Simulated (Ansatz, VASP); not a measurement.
# Mg in VASP and in Ansatz

Contents of POSCAR:

```
Mg
1.0
   -1.6788807261      1.6788807261      1.6788807261
    1.6788807261     -1.6788807261      1.6788807261
    1.6788807261      1.6788807261     -1.6788807261
Mg
1
Direct
    0.0000000000      0.0000000000      0.0000000000
```

Contents of INCAR.step1:

```
SYSTEM = Mg
PREC = Accurate
ENCUT = 520
ISMEAR = 0
SIGMA = 0.05
LREAL = .FALSE.
LASPH = .TRUE.
NELM = 60
NBANDS = 7
GGA = PE
ALGO = Normal
EDIFF = 1E-4
LWAVE = .TRUE.
LCHARG = .FALSE.
```

File INCAR.step2:

```
SYSTEM = Mg
PREC = Accurate
ENCUT = 520
EDIFF = 1E-6
ISMEAR = 0
SIGMA = 0.05
LREAL = .FALSE.
LASPH = .TRUE.
NELM = 60
ALGO = Normal
ISIF = 2
LWAVE = .FALSE.
LCHARG = .FALSE.
METAGGA = R2SCAN
LMIXTAU = .TRUE.
NBANDS = 7
ISTART = 1
```

The input KPOINTS:

```
Automatic mesh
0
G
  18 18 18
  0 0 0
```

Input for Ansatz:

```yaml
crystal:
  lattice:
    - [-1.6788807261, 1.6788807261, 1.6788807261]
    - [1.6788807261, -1.6788807261, 1.6788807261]
    - [1.6788807261, 1.6788807261, -1.6788807261]
  atoms:
    - { symbol: Mg, position: [0.0, 0.0, 0.0] }
basis:
  ecutwfc: 500
  ecutrho_ratio: 4
kpoints:
  mp_grid: { grid: [18, 18, 18] }
hamiltonian:
  xc: r2scan
scf:
  occupations: { method: gaussian, width: 0.05 }
output:
  forces: true
  stress: true
  eigenvalues: true
```

Alike in both runs: task single point; functional r2SCAN; k mesh 18 × 18 × 18; occupations gaussian, width 0.05 eV; no spin polarisation.

```csv
,VASP,Ansatz
version,VASP 6.6.1,Ansatz 0.2.0
potentials or method,"VASP PAW PBE potentials, release 64 (Mg), cutoff 520 eV","scalar-relativistic, plane waves, PAW"
valence electrons in the cell,2,10
```

```tsv
	VASP	Ansatz	Ansatz less VASP
gap on the k mesh at the Fermi level (eV)	none	none	-
pressure (GPa)	9.1	9.4	+0.31
```

VASP's potentials were made for PBE, not for r2SCAN. A gap of «none» marks a metal or a gap that the smearing closes. VASP's potentials hold 2 valence electrons a cell and Ansatz's 10, so a difference there can come from the potentials and not from the codes.
